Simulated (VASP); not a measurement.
A run of VASP 6.6.1 is set up as follows.

The input INCAR:

```
SYSTEM = C
PREC = Accurate
ENCUT = 600
EDIFF = 1E-6
ISMEAR = -1
SIGMA = 0.02
LREAL = .FALSE.
LASPH = .TRUE.
NELM = 100
ALGO = Normal
ISIF = 3
LWAVE = .FALSE.
LCHARG = .FALSE.
GGA = PE
IBRION = 2
NSW = 80
EDIFFG = -0.005
```

KPOINTS

```
Automatic mesh
0
G
  12 12 6
  0 0 0
```

Contents of POSCAR:

```
C
1.0
    2.4821496060      0.0000000000      0.0000000000
   -1.2410748030      2.1496046148      0.0000000000
    0.0000000000      0.0000000000      4.0533503066
C
4
Direct
    0.3333333333      0.6666666667      0.0000000000
    0.6666666667      0.3333333333      0.5000000000
    0.3333333333      0.6666666667      0.3750000000
    0.6666666667      0.3333333333      0.8750000000
```

Potentials or basis: VASP PAW PBE potentials, release 64 (C).

Run with:

```sh
$ cat potpaw_PBE.64/C/POTCAR > POTCAR
$ mpirun -np 1 vasp_std > vasp.out
```

(1) Predict the band gap on the k mesh.

(2) What does it give for the relaxed cell?

## Answers

(1) 3.34 eV, indirect (least direct gap 4.96 eV).

(2) a = 2.512 Å, b = 2.512 Å, c = 4.181 Å, α = 90.00°, β = 90.00°, γ = 120.00°.
